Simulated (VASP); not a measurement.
# C (Fd-3m) in VASP: notebook

C is run at these levels: PBE; tasks: single point.

Program: VASP 6.6.1. These are calculated values, not measurements. Logs are shortened: lines on timing, memory, paths and dates and some standing lists are left out, and cuts for length are marked.

## (1) The cell of the first run

Symmetry: Fd-3m, No. 227, cubic system. Conventional cell: a = 3.596 Å, b = 3.596 Å, c = 3.596 Å, α = 90.00°, β = 90.00°, γ = 90.00°. Within 2.1 Å of C (site symmetry -43m) lie 4 C at 1.56 Å.

## (2) Single point, PBE (strain +1.0%)

INCAR

```
  PREC = Accurate
  ENCUT = 520
  EDIFF = 1E-6
  ISMEAR = 0
  SIGMA = 0.01
  LREAL = F
  LASPH = T
  NELM = 80
  ALGO = Normal
  ISIF = 2
  LWAVE = F
  LCHARG = T
  GGA = PE
  LELF = T
  LVHAR = T
  NBANDS = 11
```

KPOINTS

```
regular mesh
0
Gamma
  6 6 6
```

POSCAR

```
C
1.0
    0.0000000000      1.7979253840      1.7979253840
    1.7979253840      0.0000000000      1.7979253840
    1.7979253840      1.7979253840      0.0000000000
C
2
Direct
    0.0000000000      0.0000000000      0.0000000000
    0.2500000000      0.2500000000      0.2500000000
```

Potentials or basis: VASP PAW PBE potentials, release 64 (C).

On the command line:

```sh
> cat potpaw_PBE.64/C/POTCAR > POTCAR
> mpirun -np 1 vasp_std > vasp.out
```

OUTCAR:

```text
PREC = Accurate
   ENCUT = 520
   EDIFF = 1E-6
   ISMEAR = 0
   LREAL = F
   LASPH = T
   NELM = 80
   ISIF = 2
   GGA = PE

 ion  position               nearest neighbor table
   1  0.000  0.000  0.000-   2 1.56   2 1.56   2 1.56   2 1.56
   2  0.250  0.250  0.250-   1 1.56   1 1.56   1 1.56   1 1.56

  LATTYP: Found a face centered cubic cell.
 ALAT       =     3.5958507680

  Lattice vectors:

 A1 = (   0.0000000000,   1.7979253840,   1.7979253840)
 A2 = (   1.7979253840,   0.0000000000,   1.7979253840)
 A3 = (   1.7979253840,   1.7979253840,   0.0000000000)

Analysis of symmetry for initial positions (statically):
=====================================================================
 Subroutine PRICEL returns:
 Original cell was already a primitive cell.

 Routine SETGRP: Setting up the symmetry group for a
 face centered cubic supercell.

 Subroutine GETGRP returns: Found 48 space group operations
 (whereof 24 operations were pure point group operations)
 out of a pool of 48 trial point group operations.

The static configuration has the point symmetry T_d .
 The point group associated with its full space group is O_h .

Analysis of symmetry for dynamics (positions and initial velocities):
=====================================================================
 Subroutine PRICEL returns:
 Original cell was already a primitive cell.

 Routine SETGRP: Setting up the symmetry group for a
 face centered cubic supercell.

 Subroutine GETGRP returns: Found 48 space group operations
 (whereof 24 operations were pure point group operations)
 out of a pool of 48 trial point group operations.

The dynamic configuration has the point symmetry T_d .
 The point group associated with its full space group is O_h .

 Subroutine INISYM returns: Found 48 space group operations
 (whereof 24 operations are pure point group operations),
 and found     1 'primitive' translations

----------------------------------------------------------------------------------------

                                     Primitive cell

  volume of cell :      11.6237

  direct lattice vectors                    reciprocal lattice vectors
     0.000000000  1.797925384  1.797925384    -0.278098304  0.278098304  0.278098304
     1.797925384  0.000000000  1.797925384     0.278098304 -0.278098304  0.278098304
     1.797925384  1.797925384  0.000000000     0.278098304  0.278098304 -0.278098304

  length of vectors
     2.542650462  2.542650462  2.542650462     0.481680392  0.481680392  0.481680392

  position of ions in fractional coordinates (direct lattice)
[... 78 lines left out ...]
   POTIM  = 0.5000    time-step for ionic-motion
   TEBEG  =    0.0;   TEEND  =   0.0 temperature during run
   PSTRESS=    0.0 pullay stress
   NELECT =       8.0000    total number of electrons
   NUPDOWN=      -1.0000    fix difference up-down
   EMIN   =  10.00;   EMAX   =-10.00  energy-range for DOS
   EFERMI =   0.00;   METHOD = LEGACY
   ISMEAR =     0;   SIGMA  =   0.01  broadening in eV -4-tet -1-fermi 0-gaus
   EFERMI_NEDOS =   21; number of points for ismear=-14 and -15
   IALGO  =     38    algorithm
   IMIX   =      4    mixing-type and parameters
     AMIX     =   0.40;   BMIX     =  1.00
     AMIX_MAG =   1.60;   BMIX_MAG =  1.00
  volume/ion in A,a.u.               =       5.81        39.22
  Fermi-wavevector in a.u.,A,eV,Ry     =   1.445406  2.731421 28.425268  2.089198
  Thomas-Fermi vector in A             =   2.563591
   LORBIT       =      0    0 simple, 1 ext, 2 COOP (PROOUT), +10 PAW based schemes
   GGA     = PE    functional components
   LHFCALC =     F    Hartree Fock is set to
   AEXX    =    0.0000 exact exchange contribution
   IVDW    =     0    specifies the selected vdW correction
   LEPSILON=     F    determine dielectric tensor
   LRPA    =     F    only Hartree local field effects (RPA)
 non-spin polarized calculation
 Gauss-broadening in eV      SIGMA  =   0.01
  energy-cutoff  :      520.00
  volume of cell :       11.62
 maximum number of plane-waves:       331
   NGX =  9   NGY =  9   NGZ =  9

 number of electron       8.0000000 magnetization

 Free energy of the ion-electron system (eV)
  ---------------------------------------------------
  ext. energy  EPLUGINS =         0.00000000
  ---------------------------------------------------
  free energy    TOTEN  =       -18.17141558 eV

  energy without entropy =      -18.17141558  energy(sigma->0) =      -18.17141558

 E-fermi :   9.4319     XC(G=0): -13.1273

 val. band max:        9.3837755427   @ k =   0.0000   0.0000   0.0000
 cond. band min:      13.4805351817   @ k =   0.3333   0.3333   0.0000
 fundamental gap:      4.0967596391
 Fermi energy:         9.4318784499

 k-point     1 :       0.0000    0.0000    0.0000
  band No.  band energies     occupation
      1     -11.7697      2.00000
      2       9.3838      2.00000
      3       9.3838      2.00000
      4       9.3838      2.00000
      5      14.9059      0.00000
      6      14.9059      0.00000
      7      14.9059      0.00000
      8      22.1614      0.00000
      9      28.3680      0.00000
     10      35.6501      0.00000
     11      35.6501      0.00000
[... 197 lines left out ...]
 k-point    16 :      -0.3333    0.5000    0.1667
  band No.  band energies     occupation
      1      -2.6902      2.00000
      2      -2.6902      2.00000
      3       1.7624      2.00000
      4       1.7624      2.00000
      5      17.4892      0.00000
      6      17.4892      0.00000
      7      23.5809      0.00000
      8      23.5809      0.00000
      9      30.6923      0.00000
     10      30.6923      0.00000
     11      39.6637      0.00000

------------------------ aborting loop because EDIFF is reached ----------------------------------------

  FORCE on cell =-STRESS in cart. coord.  units (eV):
  Direction    XX          YY          ZZ          XY          YZ          ZX
  --------------------------------------------------------------------------------------
  -------------------------------------------------------------------------------------
  Total       -0.5668379     -0.5668379     -0.5668379     -0.0000000      0.0000000     -0.0000000
  in kB      -78.1311906    -78.1311906    -78.1311906     -0.0000000      0.0000000     -0.0000000
  external PRESSURE =     -78.1311906 kB  Pullay stress =       0.0000000 kB

 VOLUME and BASIS-vectors are now :
 -----------------------------------------------------------------------------
  energy-cutoff  :      520.00
  volume of cell :       11.62
      direct lattice vectors                 reciprocal lattice vectors
     0.000000000  1.797925384  1.797925384    -0.278098304  0.278098304  0.278098304
     1.797925384  0.000000000  1.797925384     0.278098304 -0.278098304  0.278098304
     1.797925384  1.797925384  0.000000000     0.278098304  0.278098304 -0.278098304

 POSITION                                       TOTAL-FORCE (eV/Angst)
 -----------------------------------------------------------------------------------
      0.00000      0.00000      0.00000         0.000000      0.000000      0.000000
      0.89896      0.89896      0.89896        -0.000000     -0.000000     -0.000000
 -----------------------------------------------------------------------------------
    total drift:                                0.000000      0.000000      0.000000

  FREE ENERGIE OF THE ION-ELECTRON SYSTEM (eV)
  ---------------------------------------------------
  free  energy   TOTEN  =       -18.1714155817 eV

  energy  without entropy=      -18.1714155817  energy(sigma->0) =      -18.17141558
```

OSZICAR:

```text
N       E                     dE             d eps       ncg     rms          rms(c)
DAV:   1    -0.295693935224E+00   -0.29569E+00   -0.47792E+03   363   0.705E+02
DAV:   2    -0.184256975039E+02   -0.18130E+02   -0.17131E+02   443   0.120E+02
DAV:   3    -0.187658014545E+02   -0.34010E+00   -0.33953E+00   415   0.129E+01
DAV:   4    -0.187663444272E+02   -0.54297E-03   -0.54296E-03   376   0.638E-01
DAV:   5    -0.187663451661E+02   -0.73890E-06   -0.73888E-06   408   0.214E-02    0.539E+00
DAV:   6    -0.183200400419E+02    0.44631E+00   -0.23262E-01   364   0.338E+00    0.322E+00
DAV:   7    -0.181695859993E+02    0.15045E+00   -0.28756E-01   370   0.380E+00    0.719E-01
DAV:   8    -0.181713509636E+02   -0.17650E-02   -0.80827E-03   358   0.664E-01    0.433E-02
DAV:   9    -0.181713954430E+02   -0.44479E-04   -0.65495E-05   413   0.650E-02    0.240E-02
DAV:  10    -0.181714155022E+02   -0.20059E-04   -0.15614E-05   361   0.343E-02    0.524E-03
DAV:  11    -0.181714155817E+02   -0.79473E-07   -0.26783E-07   324   0.465E-03
   1 F= -.18171416E+02 E0= -.18171416E+02  d E =-.699460E-14
```

Wall time 5.9 s (1 thread of AMD EPYC 7R13, shared host); peak memory 0.08 GiB.

Results:

```
Free energy            : -18.1714 eV
Pressure               : -7.8 GPa
Band gap on the k mesh : 4.10 eV, indirect (least direct gap 5.52 eV)
```

Levels at points of the mesh, in eV from the valence-band top:
```csv
k point,band 1,band 2,band 3,band 4,band 5,band 6,band 7,band 8,band 9
"(0.00, 0.00, 0.00)",-21.15,0.00,0.00,0.00,5.52,5.52,5.52,12.78,18.98
"(0.50, 0.00, 0.00)",-15.52,-13.11,-2.74,-2.74,8.36,8.36,8.52,15.47,21.55
"(0.50, 0.50, 0.00)",-12.59,-12.59,-6.15,-6.15,4.71,4.71,16.44,16.44,22.79
```

Caveat: the k points lie up to 0.50 Å⁻¹ apart; the cell differs from its parent crystal (strain +1.0%).

## (3) Single point, PBE (strain +2.0%)

INCAR

```
SYSTEM = C
PREC = Accurate
ENCUT = 520
EDIFF = 1E-6
ISMEAR = 0
SIGMA = 0.01
LREAL = .False.
LASPH = .True.
NELM = 80
ALGO = Normal
ISIF = 2
LWAVE = .False.
LCHARG = .False.
GGA = PE
NBANDS = 11
```

KPOINTS

```
regular mesh
0
Gamma
  6 6 6
  0 0 0
```

POSCAR

```
C
1.0
    0.0000000000      1.8157266254      1.8157266254
    1.8157266254      0.0000000000      1.8157266254
    1.8157266254      1.8157266254      0.0000000000
C
2
Direct
    0.0000000000      0.0000000000      0.0000000000
    0.2500000000      0.2500000000      0.2500000000
```

Potentials or basis: VASP PAW PBE potentials, release 64 (C).

On the command line:

```sh
> cat potpaw_PBE.64/C/POTCAR > POTCAR
> mpirun -np 1 vasp_std > vasp.out
```

Wall time 6.2 s (1 thread of AMD EPYC 7R13, shared host); peak memory 0.08 GiB.

The run converged. Its results:

| Property | Result |
| --- | --- |
| Free energy | -18.1423 eV |
| Pressure | -19.1 GPa |
| Band gap on the k mesh | 4.03 eV, indirect (least direct gap 5.44 eV) |

Levels at points of the mesh, in eV from the valence-band top:
| k point | band 1 | band 2 | band 3 | band 4 | band 5 | band 6 | band 7 | band 8 |
| --- | --- | --- | --- | --- | --- | --- | --- | --- |
| (0.00, 0.00, 0.00) | -20.77 | 0.00 | 0.00 | 0.00 | 5.44 | 5.44 | 5.44 | 12.12 |
| (0.50, 0.00, 0.00) | -15.29 | -12.79 | -2.66 | -2.66 | 8.13 | 8.23 | 8.23 | 15.19 |
| (0.50, 0.50, 0.00) | -12.39 | -12.39 | -5.98 | -5.98 | 4.64 | 4.64 | 16.00 | 16.00 |

Caveat: the k points lie up to 0.50 Å⁻¹ apart; the cell differs from its parent crystal (strain +2.0%). A k mesh can miss the band edges.

## (4) Single point, PBE (strain +3.0%)

INCAR

```
PREC = Accurate ; ENCUT = 520
EDIFF = 1E-6 ; ISMEAR = 0
SIGMA = 0.01 ; LREAL = F
LASPH = T ; NELM = 60
ALGO = Normal ; ISIF = 2
LWAVE = F ; LCHARG = F
GGA = PE ; NBANDS = 11
```

KPOINTS

```
Automatic mesh
0
Gamma
  6 6 6
```

POSCAR

```
C
1.0
    0.0000000000      1.8335278668      1.8335278668
    1.8335278668      0.0000000000      1.8335278668
    1.8335278668      1.8335278668      0.0000000000
C
2
Direct
    0.0000000000      0.0000000000      0.0000000000
    0.2500000000      0.2500000000      0.2500000000
```

On the command line:

```sh
> cat potpaw_PBE.64/C/POTCAR > POTCAR
> mpirun -np 1 vasp_std > vasp.out
```

Wall time 5 s (1 thread of AMD EPYC 7R13, shared host); peak memory 0.08 GiB.

It converged, with:

```yaml
Free_energy: -18.0889 eV
Pressure: -29.1 GPa
Band_gap_on_the_k_mesh: 3.97 eV, indirect (least direct gap 5.36 eV)
```

Levels at points of the mesh, in eV from the valence-band top:
| k point | band 2 | band 3 | band 4 | band 5 | band 6 | band 7 |
| --- | --- | --- | --- | --- | --- | --- |
| (0.00, 0.00, 0.00) | 0.00 | 0.00 | 0.00 | 5.36 | 5.36 | 5.36 |
| (0.50, 0.00, 0.00) | -12.49 | -2.59 | -2.59 | 7.75 | 8.11 | 8.11 |
| (0.50, 0.50, 0.00) | -12.20 | -5.81 | -5.81 | 4.58 | 4.58 | 15.58 |

Caveat: the k points lie up to 0.49 Å⁻¹ apart; the cell differs from its parent crystal (strain +3.0%).

## (5) Single point, PBE (strain +4.0%)

INCAR

```
ALGO = Normal ; EDIFF = 1E-7
ENCUT = 520 ; GGA = PE
ISIF = 2 ; ISMEAR = 0
LASPH = True ; LCHARG = False
LREAL = False ; LWAVE = False
NBANDS = 11 ; NELM = 60
PREC = Accurate ; SIGMA = 0.01
```

KPOINTS

```
k-points
0
Gamma
  6 6 6
```

POSCAR

```
C
1.0
    0.0000000000      1.8513291082      1.8513291082
    1.8513291082      0.0000000000      1.8513291082
    1.8513291082      1.8513291082      0.0000000000
C
2
Direct
    0.0000000000      0.0000000000      0.0000000000
    0.2500000000      0.2500000000      0.2500000000
```

On the command line:

```sh
> cat potpaw_PBE.64/C/POTCAR > POTCAR
> mpirun -np 1 vasp_std > vasp.out
```

Run time: 5.6 s. Hardware: 1 thread of AMD EPYC 7R13, shared host; peak memory 0.08 GiB.

The run converged. Its results:

| Quantity | Value |
| --- | --- |
| Free energy | -18.0133 eV |
| Pressure | -37.9 GPa |
| Band gap on the k mesh | 3.90 eV, indirect (least direct gap 5.28 eV) |

Levels at points of the mesh, in eV from the valence-band top:
```
           k point  band 2  band 3  band 4  band 5  band 6  band 7
(0.00, 0.00, 0.00)    0.00    0.00    0.00    5.28    5.28    5.28
(0.50, 0.00, 0.00)  -12.19   -2.52   -2.52    7.38    7.98    7.98
(0.50, 0.50, 0.00)  -12.01   -5.65   -5.65    4.52    4.52   15.17
```

Caveat: the k points lie up to 0.49 Å⁻¹ apart; the cell differs from its parent crystal (strain +4.0%).

## (6) Single point, PBE (strain -4.0%)

INCAR

```
SYSTEM = C
  PREC = Accurate
  ENCUT = 520
  EDIFF = 1E-6
  ISMEAR = -1
  SIGMA = 0.02
  LREAL = .FALSE.
  LASPH = .TRUE.
  NELM = 60
  ALGO = Normal
  ISIF = 2
  LWAVE = .FALSE.
  LCHARG = .FALSE.
  GGA = PE
  NBANDS = 11
```

KPOINTS

```
regular mesh
0
G
  12 12 12
  0 0 0
```

POSCAR

```
C
1.0
    0.0000000000      1.7089191768      1.7089191768
    1.7089191768      0.0000000000      1.7089191768
    1.7089191768      1.7089191768      0.0000000000
C
2
Direct
    0.0000000000      0.0000000000      0.0000000000
    0.2500000000      0.2500000000      0.2500000000
```

Potentials or basis: VASP PAW PBE potentials, release 64 (C).

On the command line:

```sh
> cat potpaw_PBE.64/C/POTCAR > POTCAR
> mpirun -np 1 vasp_std > vasp.out
```

It took 14 s on 1 thread of AMD EPYC 7R13, shared host; peak memory 0.08 GiB.

The run converged. Its results:

* Free energy: -17.8867 eV
* Pressure: 74.0 GPa
* Band gap on the k mesh: 4.46 eV, indirect (least direct gap 5.94 eV)

Levels at points of the mesh, in eV from the valence-band top:
```tsv
k point	band 1	band 2	band 3	band 4	band 5	band 6	band 7	band 8	band 9
(0.00, 0.00, 0.00)	-23.28	0.00	0.00	0.00	5.94	5.94	5.94	16.38	21.02
(0.50, 0.00, 0.00)	-16.72	-14.88	-3.15	-3.15	8.99	8.99	10.66	16.84	23.86
(0.50, 0.50, 0.00)	-13.72	-13.72	-7.11	-7.11	5.02	5.02	18.85	18.85	25.78
```

Caveat: the cell differs from its parent crystal (strain -4.0%). A k mesh can miss the band edges.

## (7) Summary

```tsv
cell	k mesh	smearing	gap on the mesh (eV)	pressure (GPa)
a = 2.543 Å, angles 60.0°, 2 atoms	6 × 6 × 6	gaussian 0.01 eV	4.10	-7.8
a = 2.568 Å, angles 60.0°, 2 atoms	6 × 6 × 6	gaussian 0.01 eV	4.03	-19.1
a = 2.593 Å, angles 60.0°, 2 atoms	6 × 6 × 6	gaussian 0.01 eV	3.97	-29.1
a = 2.618 Å, angles 60.0°, 2 atoms	6 × 6 × 6	gaussian 0.01 eV	3.90	-37.9
a = 2.417 Å, angles 60.0°, 2 atoms	12 × 12 × 12	fermi-dirac 0.02 eV	4.46	74.0
```

Alike in all rows: task single point; level PBE; potentials or basis VASP PAW PBE potentials, release 64 (C); no spin polarisation; cutoff (eV) 520.

Caveats: some runs use coarse meshes.

Absolute energies hang on the potentials; compare differences alone.
